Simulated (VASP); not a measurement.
**Tl: single point with PBE+D3(BJ)**

Tl:

```
CELL_PARAMETERS angstrom
0.00000 2.42655 2.54788
2.42655 0.00000 2.54788
2.42655 2.42655 0.00000
ATOMIC_POSITIONS crystal
Tl 0.00000 0.00000 0.00000
```

This cell differs from its parent crystal: ratio of the length along z to the lengths across it x 1.05, volume and fractional coordinates fixed.

```
Program                : VASP 6.6.1
Task                   : single point
Functional             : PBE
Dispersion             : D3(BJ)
Potentials or basis    : VASP PAW PBE potentials, release 64 (Tl_d)
Cutoff                 : 520 eV
k mesh                 : 18 × 18 × 18
Occupations            : gaussian, width 0.15 eV
Spin                   : no spin polarisation
Dipole correction      : no
Further INCAR settings : ALGO = Fast; EDIFF = 1e-06; NBANDS = 12
```

```json
{
 "Pressure": "-0.8 GPa",
 "Dispersion energy per atom": "-0.326 eV"
}
```

Stress tensor (GPa, compression positive):
```
-0.75  0.00  0.00
 0.00 -0.75  0.00
 0.00  0.00 -0.86
```

Levels at points of the mesh, in eV from the Fermi level:
| k point | band 3 | band 4 | band 5 | band 6 | band 7 | band 8 | band 9 | band 10 |
| --- | --- | --- | --- | --- | --- | --- | --- | --- |
| (0.00, 0.00, 0.00) | -11.48 | -11.31 | -11.22 | -9.68 | 9.89 | 9.89 | 10.00 | 10.95 |
| (0.50, 0.00, 0.00) | -11.46 | -11.06 | -11.03 | -5.29 | -2.67 | 7.44 | 8.38 | 10.46 |
| (0.50, 0.50, 0.00) | -11.06 | -11.00 | -11.00 | -4.10 | -1.91 | 4.42 | 4.42 | 7.72 |
| (0.50, 0.00, 0.50) | -11.06 | -11.02 | -10.95 | -3.47 | -1.48 | 3.68 | 3.95 | 7.13 |

It took 58 s on 1 thread of Intel(R) Xeon(R) 6975P-C (Granite Rapids), on a shared host, peak memory 0.29 GiB.

Caveat: spin-orbit coupling is left out, which moves the levels of the heavy elements; pairwise dispersion overbinds metals, which lowers pressure and volume.
